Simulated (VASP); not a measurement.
# Ta (Im-3m) in VASP: notebook, part 2 of 2

VASP 6.6.1. Earlier steps stand in the parts before.

## 5. Single point, PBE (volume scaled by 0.98)

The input, INCAR:

```
SYSTEM = Ta
  PREC = Accurate
  ENCUT = 520
  EDIFF = 1E-7
  ISMEAR = -1
  SIGMA = 0.15
  LREAL = .FALSE.
  LASPH = .TRUE.
  NELM = 60
  ALGO = Normal
  ISIF = 2
  LWAVE = .FALSE.
  LCHARG = .FALSE.
  GGA = PE
  NBANDS = 12
```

The input, KPOINTS:

```
regular mesh
0
G
  20 20 20
  0 0 0
```

The input, POSCAR:

```
Ta
1.0
   -1.6497664491      1.6497664491      1.6497664491
    1.6497664491     -1.6497664491      1.6497664491
    1.6497664491      1.6497664491     -1.6497664491
Ta
1
Direct
    0.0000000000      0.0000000000      0.0000000000
```

Potentials or basis: VASP PAW PBE potentials, release 64 (Ta_pv).

Launch:

```
$ cat potpaw_PBE.64/Ta_pv/POTCAR > POTCAR
$ mpirun -np 1 vasp_std > vasp.out
```

OUTCAR:

```text
SYSTEM = Ta
   PREC = Accurate
   ENCUT = 520
   EDIFF = 1E-7
   ISMEAR = -1
   LREAL = .FALSE.
   LASPH = .TRUE.
   NELM = 60
   ISIF = 2
   GGA = PE

 ion  position               nearest neighbor table
   1  0.000  0.000  0.000-

  LATTYP: Found a body centered cubic cell.
 ALAT       =     3.2995328982

  Lattice vectors:

 A1 = (  -1.6497664491,   1.6497664491,   1.6497664491)
 A2 = (   1.6497664491,  -1.6497664491,   1.6497664491)
 A3 = (   1.6497664491,   1.6497664491,  -1.6497664491)

Analysis of symmetry for initial positions (statically):
=====================================================================
 Subroutine PRICEL returns:
 Original cell was already a primitive cell.

 Routine SETGRP: Setting up the symmetry group for a
 body centered cubic supercell.

 Subroutine GETGRP returns: Found 48 space group operations
 (whereof 48 operations were pure point group operations)
 out of a pool of 48 trial point group operations.

The static configuration has the point symmetry O_h .

Analysis of symmetry for dynamics (positions and initial velocities):
=====================================================================
 Subroutine PRICEL returns:
 Original cell was already a primitive cell.

 Routine SETGRP: Setting up the symmetry group for a
 body centered cubic supercell.

 Subroutine GETGRP returns: Found 48 space group operations
 (whereof 48 operations were pure point group operations)
 out of a pool of 48 trial point group operations.

The dynamic configuration has the point symmetry O_h .

 Subroutine INISYM returns: Found 48 space group operations
 (whereof 48 operations are pure point group operations),
 and found     1 'primitive' translations

----------------------------------------------------------------------------------------

[... 109 lines left out ...]
     AMIX     =   0.40;   BMIX     =  1.00
     AMIX_MAG =   1.60;   BMIX_MAG =  1.00
  volume/ion in A,a.u.               =      17.96       121.21
  Fermi-wavevector in a.u.,A,eV,Ry     =   1.390262  2.627214 26.297720  1.932828
  Thomas-Fermi vector in A             =   2.514214
   LORBIT       =      0    0 simple, 1 ext, 2 COOP (PROOUT), +10 PAW based schemes
   GGA     = PE    functional components
   LHFCALC =     F    Hartree Fock is set to
   AEXX    =    0.0000 exact exchange contribution
   IVDW    =     0    specifies the selected vdW correction
   LEPSILON=     F    determine dielectric tensor
   LRPA    =     F    only Hartree local field effects (RPA)
 non-spin polarized calculation
  energy-cutoff  :      520.00
  volume of cell :       17.96
 maximum number of plane-waves:       496
 NGX is ok and might be reduce to    24
   NGX = 11   NGY = 11   NGZ = 11

 number of electron      11.0000002 magnetization

 Free energy of the ion-electron system (eV)
  ---------------------------------------------------
  ext. energy  EPLUGINS =         0.00000000
  ---------------------------------------------------
  free energy    TOTEN  =       -11.85700078 eV

  energy without entropy =      -11.76274141  energy(sigma->0) =      -11.80987109

 E-fermi :   5.5397     XC(G=0): -12.6320

 val. band max:        5.5366043815   @ k =  -0.3000   0.3000   0.1500
 cond. band min:       5.5463008988   @ k =  -0.3500   0.4500   0.1500
 fundamental gap:      0.0096965173
 Fermi energy:         5.5396741770

 k-point     1 :       0.0000    0.0000    0.0000
  band No.  band energies     occupation
      1     -27.5459      2.00000
      2     -27.5459      2.00000
      3     -27.5459      2.00000
      4      -2.4181      2.00000
      5       6.2467      0.01779
      6       6.2467      0.01779
      7       6.2467      0.01779
      8       9.5296      0.00000
      9       9.5296      0.00000
     10      20.2237      0.00000
     11      20.5327      0.00000
     12      20.5327      0.00000
[... 331 lines left out ...]
 k-point    24 :       0.2500    0.1000    0.0000
  band No.  band energies     occupation
      1     -28.3557      2.00000
      2     -27.8123      2.00000
      3     -27.5922      2.00000
      4       0.7927      2.00000
      5       4.6159      1.99578
      6       5.0837      1.90870
      7       8.8193      0.00000
      8      10.1555      0.00000
      9      10.3614      0.00000
     10      19.8315      0.00000
     11      20.2310      0.00000
     12      21.3267      0.00000

 [... further k-points ...]
[... 5 lines left out ...]
  --------------------------------------------------------------------------------------
  -------------------------------------------------------------------------------------
  Total        0.4687979      0.4687979      0.4687979     -0.0000000     -0.0000000      0.0000000
  in kB       41.8185361     41.8185361     41.8185361     -0.0000000     -0.0000000      0.0000000
  external PRESSURE =      41.8185361 kB  Pullay stress =       0.0000000 kB

 VOLUME and BASIS-vectors are now :
 -----------------------------------------------------------------------------
  energy-cutoff  :      520.00
  volume of cell :       17.96
      direct lattice vectors                 reciprocal lattice vectors
    -1.649766449  1.649766449  1.649766449     0.000000000  0.303073202  0.303073202
     1.649766449 -1.649766449  1.649766449     0.303073202  0.000000000  0.303073202
     1.649766449  1.649766449 -1.649766449     0.303073202  0.303073202  0.000000000

 POSITION                                       TOTAL-FORCE (eV/Angst)
 -----------------------------------------------------------------------------------
      0.00000      0.00000      0.00000         0.000000      0.000000      0.000000
 -----------------------------------------------------------------------------------
    total drift:                               -0.000000      0.000000      0.000000

  FREE ENERGIE OF THE ION-ELECTRON SYSTEM (eV)
  ---------------------------------------------------
  free  energy   TOTEN  =       -11.8570007792 eV

  energy  without entropy=      -11.7627414081  energy(sigma->0) =      -11.80987109
```

OSZICAR:

```text
N       E                     dE             d eps       ncg     rms          rms(c)
DAV:   1     0.597828970065E+02    0.59783E+02   -0.60809E+03  6168   0.875E+02
DAV:   2    -0.112941799077E+02   -0.71077E+02   -0.69288E+02  6868   0.245E+02
DAV:   3    -0.123099877420E+02   -0.10158E+01   -0.10045E+01  7296   0.273E+01
DAV:   4    -0.123126435128E+02   -0.26558E-02   -0.26555E-02  6828   0.157E+00
DAV:   5    -0.123126528391E+02   -0.93263E-05   -0.93252E-05  7372   0.877E-02    0.135E+01
DAV:   6    -0.119635104673E+02    0.34914E+00   -0.28140E-01  7212   0.573E+00    0.661E+00
DAV:   7    -0.118578790680E+02    0.10563E+00   -0.25521E-01  7152   0.507E+00    0.383E-01
DAV:   8    -0.118570295451E+02    0.84952E-03   -0.75800E-03  6676   0.726E-01    0.133E-01
DAV:   9    -0.118570077800E+02    0.21765E-04   -0.12092E-04  7204   0.119E-01    0.269E-02
DAV:  10    -0.118570007867E+02    0.69933E-05   -0.35597E-06  6812   0.209E-02    0.298E-03
DAV:  11    -0.118570007792E+02    0.75102E-08   -0.17777E-07  6580   0.464E-03
   1 F= -.11857001E+02 E0= -.11809871E+02  d E =-.942594E-01
```

Run time: 50 s. Hardware: 1 thread of Intel Xeon 8259CL, shared host; peak memory 0.18 GiB.

What came out:

```yaml
Free_energy: -11.8570 eV
Pressure: 4.2 GPa
```

Caveat: the cell differs from its parent crystal (volume scaled by 0.98); spin-orbit coupling is left out, which moves the levels of the heavy elements.

## 6. Single point, PBE

This run uses another cell than the first one, of 18.33 Å³/atom, 0.974 times its volume.

The input, INCAR:

```
ALGO     = Fast           # electronic algorithm
EDIFF    = 1E-6           # SCF threshold, eV
ENCUT    = 520            # plane-wave cutoff, eV
GGA      = PE             # functional
ISIF     = 2              # what is computed and relaxed
ISMEAR   = -1             # smearing method
LASPH    = True           # aspherical terms in the spheres
LCHARG   = False          # write CHGCAR
LREAL    = False          # projectors in reciprocal space
LWAVE    = False          # write WAVECAR
NBANDS   = 12             # bands
NELM     = 100            # most SCF steps
PREC     = Accurate       # precision mode
SIGMA    = 0.15           # smearing width, eV
```

The input, KPOINTS:

```
k-points
0
Gamma
  20 20 20
```

The input, POSCAR:

```
Ta
1.0
   -1.6609138578      1.6609138578      1.6609138578
    1.6609138578     -1.6609138578      1.6609138578
    1.6609138578      1.6609138578     -1.6609138578
Ta
1
Direct
    0.0000000000      0.0000000000      0.0000000000
```

Potentials or basis: VASP PAW PBE potentials, release 64 (Ta_pv).

Launch:

```
$ cat potpaw_PBE.64/Ta_pv/POTCAR > POTCAR
$ mpirun -np 1 vasp_std > vasp.out
```

Run time: 57 s. Hardware: 1 thread of Intel Xeon 8259CL, shared host; peak memory 0.18 GiB.

The run converged. Its results:

| Item | Value |
| --- | --- |
| Free energy | -11.8619 eV |
| Pressure | 0.1 GPa |

Levels at points of the mesh, in eV from the Fermi level:
```tsv
k point	band 2	band 3	band 4	band 5	band 6	band 7	band 8	band 9	band 10	band 11
(0.00, 0.00, 0.00)	-33.17	-33.17	-7.88	0.70	0.70	0.70	3.92	3.92	14.90	14.90
(0.50, 0.00, 0.00)	-33.53	-33.17	-4.33	-1.52	1.48	3.79	4.79	7.60	11.42	11.83
(0.50, 0.50, 0.50)	-33.94	-33.94	-3.73	-3.73	6.67	6.67	6.67	8.47	8.47	8.47
```

Caveat: spin-orbit coupling is left out, which moves the levels of the heavy elements.

## 7. The runs side by side

| cell | k mesh | smearing | gap on the mesh (eV) | pressure (GPa) |
| --- | --- | --- | --- | --- |
| a = 2.903 Å, angles 109.5°, 1 atom | 18 × 18 × 18 | gaussian 0.1 eV | none | -5.4 |
| a = 2.931 Å, angles 109.5°, 1 atom | 18 × 18 × 18 | gaussian 0.1 eV | none | -10.1 |
| a = 2.801 Å, angles 109.5°, 1 atom | 20 × 20 × 20 | fermi-dirac 0.15 eV | none | 18.2 |
| a = 2.857 Å, angles 109.5°, 1 atom | 20 × 20 × 20 | fermi-dirac 0.15 eV | none | 4.2 |
| a = 2.877 Å, angles 109.5°, 1 atom | 20 × 20 × 20 | fermi-dirac 0.15 eV | none | 0.1 |

Alike in all rows: task single point; level PBE; potentials or basis VASP PAW PBE potentials, release 64 (Ta_pv); no spin polarisation; cutoff (eV) 520.

Caveats: spin-orbit coupling is left out, which moves the levels of the heavy elements.

Absolute energies hang on the potentials; compare differences alone.
